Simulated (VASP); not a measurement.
# SnSe2 in VASP: a series of runs, part 2 of 2

VASP 6.6.1. Earlier steps stand in the parts before.

## Step 3: Single point, PBE

This run uses another cell than the first one.

INCAR

```
SYSTEM = SnSe2
PREC = Accurate ; ENCUT = 520
EDIFF = 1E-6 ; ISMEAR = 0
SIGMA = 0.1 ; LREAL = .False.
LASPH = .True. ; NELM = 80
ALGO = Normal ; ISIF = 2
LWAVE = .False. ; LCHARG = .False.
GGA = PE ; NBANDS = 20
```

KPOINTS

```
regular mesh
0
Gamma
  6 6 1
  0 0 0
```

POSCAR

```
SnSe2
1.0
    3.7928129705      0.0000000038      0.0000000000
   -1.8964064885      3.2846723824      0.0000000000
    0.0000000000      0.0000000000     12.3427321906
Sn Se
1 2
Direct
    0.0000000000      0.0000000000      0.0000000000
    0.3333333333      0.6666666667      0.1402373107
    0.3333333333      0.6666666667      0.8597626893
```

Potentials or basis: VASP PAW PBE potentials, release 64 (Sn_d, Se).

The run is started by

```console
cat potpaw_PBE.64/Sn_d/POTCAR potpaw_PBE.64/Se/POTCAR > POTCAR
mpirun -np 1 vasp_std > vasp.out
```

OUTCAR:

```text
SYSTEM = SnSe2
   PREC = Accurate
   ENCUT = 520
   EDIFF = 1E-6
   ISMEAR = 0
   LREAL = .False.
   LASPH = .True.
   NELM = 80
   ISIF = 2
   GGA = PE

 ion  position               nearest neighbor table
   1  0.000  0.000  0.000-   2 2.79   3 2.79   2 2.79   3 2.79   2 2.79   3 2.79
   2  0.333  0.667  0.140-   1 2.79   1 2.79   1 2.79
   3  0.333  0.667  0.860-   1 2.79   1 2.79   1 2.79

  LATTYP: Found a hexagonal cell.
 ALAT       =     3.7928129705
 C/A-ratio  =     3.2542422436

  Lattice vectors:

 A1 = (   3.7928129705,   0.0000000038,   0.0000000000)
 A2 = (  -1.8964064885,   3.2846723824,   0.0000000000)
 A3 = (   0.0000000000,   0.0000000000,  12.3427321906)

Analysis of symmetry for initial positions (statically):
=====================================================================
 Subroutine PRICEL returns:
 Original cell was already a primitive cell.

 Routine SETGRP: Setting up the symmetry group for a
 hexagonal supercell.

 Subroutine GETGRP returns: Found 12 space group operations
 (whereof 12 operations were pure point group operations)
 out of a pool of 24 trial point group operations.

The static configuration has the point symmetry D_3h.

Analysis of symmetry for dynamics (positions and initial velocities):
=====================================================================
 Subroutine PRICEL returns:
 Original cell was already a primitive cell.

 Routine SETGRP: Setting up the symmetry group for a
 hexagonal supercell.

 Subroutine GETGRP returns: Found 12 space group operations
 (whereof 12 operations were pure point group operations)
 out of a pool of 24 trial point group operations.

The dynamic configuration has the point symmetry D_3h.

 Subroutine INISYM returns: Found 12 space group operations
 (whereof 12 operations are pure point group operations),
 and found     1 'primitive' translations

----------------------------------------------------------------------------------------

                                     Primitive cell

[... 93 lines left out ...]
     AMIX     =   0.40;   BMIX     =  1.00
     AMIX_MAG =   1.60;   BMIX_MAG =  1.00
  volume/ion in A,a.u.               =      51.26       345.89
  Fermi-wavevector in a.u.,A,eV,Ry     =   0.905269  1.710710 11.150139  0.819512
  Thomas-Fermi vector in A             =   2.028816
   LORBIT       =      0    0 simple, 1 ext, 2 COOP (PROOUT), +10 PAW based schemes
   GGA     = PE    functional components
   LHFCALC =     F    Hartree Fock is set to
   AEXX    =    0.0000 exact exchange contribution
   IVDW    =     0    specifies the selected vdW correction
   LEPSILON=     F    determine dielectric tensor
   LRPA    =     F    only Hartree local field effects (RPA)
 non-spin polarized calculation
 Gauss-broadening in eV      SIGMA  =   0.10
  energy-cutoff  :      520.00
  volume of cell :      153.77
 maximum number of plane-waves:      4158
   NGX = 15   NGY = 15   NGZ = 45

 number of electron      26.0000000 magnetization

 Free energy of the ion-electron system (eV)
  ---------------------------------------------------
  ext. energy  EPLUGINS =         0.00000000
  ---------------------------------------------------
  free energy    TOTEN  =       -11.06127807 eV

  energy without entropy =      -11.05339692  energy(sigma->0) =      -11.05733749

 E-fermi :  -0.5080     XC(G=0):  -5.6515

 val. band max:       -0.6950447052   @ k =   0.1667   0.0000   0.0000
 cond. band min:      -0.4964520239   @ k =   0.0000   0.0000   0.0000
 fundamental gap:      0.1985926813
 Fermi energy:        -0.5079961465

 k-point     1 :       0.0000    0.0000    0.0000
  band No.  band energies     occupation
      1     -22.2386      2.00000
      2     -22.2386      2.00000
      3     -22.1591      2.00000
      4     -22.1553      2.00000
      5     -22.1553      2.00000
      6     -14.2360      2.00000
[... 150 lines left out ...]
     19       7.7522      0.00000
     20       7.7831      0.00000

------------------------ aborting loop because EDIFF is reached ----------------------------------------

  FORCE on cell =-STRESS in cart. coord.  units (eV):
  Direction    XX          YY          ZZ          XY          YZ          ZX
  --------------------------------------------------------------------------------------
  -------------------------------------------------------------------------------------
  Total        0.0102278      0.0102278      0.0392761      0.0000000      0.0000000     -0.0000000
  in kB        0.1065680      0.1065680      0.4092359      0.0000000      0.0000000     -0.0000000
  external PRESSURE =       0.2074573 kB  Pullay stress =       0.0000000 kB

 VOLUME and BASIS-vectors are now :
 -----------------------------------------------------------------------------
  energy-cutoff  :      520.00
  volume of cell :      153.77
      direct lattice vectors                 reciprocal lattice vectors
     3.792812970  0.000000004  0.000000000     0.263656554  0.152222183  0.000000000
    -1.896406489  3.284672382  0.000000000    -0.000000000  0.304444366  0.000000000
     0.000000000  0.000000000 12.342732191     0.000000000  0.000000000  0.081019339

 POSITION                                       TOTAL-FORCE (eV/Angst)
 -----------------------------------------------------------------------------------
      0.00000      0.00000      0.00000        -0.000000     -0.000000      0.000000
     -0.00000      2.18978      1.73091         0.000000      0.000000      0.010155
     -0.00000      2.18978     10.61182         0.000000      0.000000     -0.010155
 -----------------------------------------------------------------------------------
    total drift:                                0.000000     -0.000000     -0.000000

  FREE ENERGIE OF THE ION-ELECTRON SYSTEM (eV)
  ---------------------------------------------------
  free  energy   TOTEN  =       -11.0612780704 eV

  energy  without entropy=      -11.0533969161  energy(sigma->0) =      -11.05733749
```

It took 32 s on 1 thread of Intel Xeon Platinum 8488C (Sapphire Rapids), shared host; peak memory 0.25 GiB.

Results:

```yaml
Free_energy: -11.0613 eV
Largest_force: 0.010 eV/Å
Band_gap_on_the_k_mesh: 0.01 eV (least direct gap 0.50 eV)
```

Forces in eV/Å, atoms in the order of the input:
```
Sn   0.000  0.000  0.000
Se   0.000  0.000  0.010
Se   0.000  0.000 -0.010
```

Caveat: the smearing spreads over this small gap; there is no dipole correction, which matters where the two faces differ; semilocal functionals underestimate gaps, and a narrow one can read as zero; spin-orbit coupling is left out, which moves the levels of the heavy elements.

## Step 4: Single point, PBE

This run uses another cell than the first one.

INCAR

```
SYSTEM = SnSe2
PREC = Accurate
ENCUT = 520
EDIFF = 1E-6
ISMEAR = 0
SIGMA = 0.1
LREAL = .False.
LASPH = .True.
NELM = 60
ALGO = Normal
ISIF = 2
LWAVE = .False.
LCHARG = .False.
GGA = PE
NBANDS = 20
```

KPOINTS

```
regular mesh
0
Gamma
  6 6 2
  0 0 0
```

POSCAR

```
SnSe2
1.0
    3.7928129705      0.0000000000      0.0000000000
   -1.8964064852      3.2846723842      0.0000000000
    0.0000000000      0.0000000000     12.3427321906
Sn Se
1 2
Direct
    0.0000000000      0.0000000000      0.0000000000
    0.3333333333      0.6666666667      0.1402373107
    0.3333333333      0.6666666667      0.8597626893
```

The run is started by

```console
cat potpaw_PBE.64/Sn_d/POTCAR potpaw_PBE.64/Se/POTCAR > POTCAR
mpirun -np 1 vasp_std > vasp.out
```

Run time: 61 s. Hardware: 1 thread of Intel Xeon Platinum 8488C (Sapphire Rapids), shared host; peak memory 0.26 GiB.

It converged, with:

```yaml
Free_energy: -11.0622 eV
Largest_force: 0.011 eV/Å
Band_gap_on_the_k_mesh: 0.01 eV (least direct gap 0.50 eV)
```

Forces on the atoms (eV/Å):
```
Sn   0.000  0.000  0.000
Se   0.000  0.000  0.011
Se   0.000  0.000 -0.011
```

Levels at points of the mesh, in eV from the valence-band top:
```csv
k point,band 10,band 11,band 12,band 13,band 14,band 15,band 16,band 17
"(0.00, 0.00, 0.00)",-0.79,-0.79,0.00,0.00,0.50,3.56,4.10,4.10
"(0.50, 0.00, 0.00)",-3.86,-2.24,-0.71,-0.50,0.01,2.32,3.97,4.82
"(0.00, 0.00, 0.50)",-0.79,-0.79,0.00,0.00,0.51,3.52,4.10,4.10
"(0.50, 0.00, 0.50)",-3.86,-2.24,-0.71,-0.50,0.01,2.32,3.96,4.82
```

Caveat: the smearing spreads over this small gap; there is no dipole correction, which matters where the two faces differ; semilocal functionals underestimate gaps, and a narrow one can read as zero; spin-orbit coupling is left out, which moves the levels of the heavy elements.

## Step 5: The runs side by side

| cell | k mesh | gap on the mesh (eV) | largest force (eV/Å) |
| --- | --- | --- | --- |
| a = 2.908, b = 2.908, c = 15.404 Å, angles 90.0, 90.0, 120.0°, 3 atoms, atomic positions A | 6 × 6 × 1 | none | 17.10 |
| a = 3.793, b = 3.793, c = 12.343 Å, angles 90.0, 90.0, 120.0°, 3 atoms, atomic positions B | 6 × 6 × 1 | 0.01 | 0.01 |
| a = 3.793, b = 3.793, c = 12.343 Å, angles 90.0, 90.0, 120.0°, 3 atoms, atomic positions B | 6 × 6 × 2 | 0.01 | 0.01 |

Alike in all rows: task single point; level PBE; potentials or basis VASP PAW PBE potentials, release 64 (Sn_d, Se); no spin polarisation; cutoff (eV) 520; smearing gaussian 0.1 eV.

Caveats: some runs use coarse meshes; there is no dipole correction, which matters where the two faces differ; spin-orbit coupling is left out, which moves the levels of the heavy elements; the smearing spreads over this small gap (at least some runs); semilocal functionals underestimate gaps, and a narrow one can read as zero (at least some runs).

Absolute energies hang on the potentials; compare differences alone.

The gap in the log of VASP goes by the Fermi energy; the results here count the filled bands.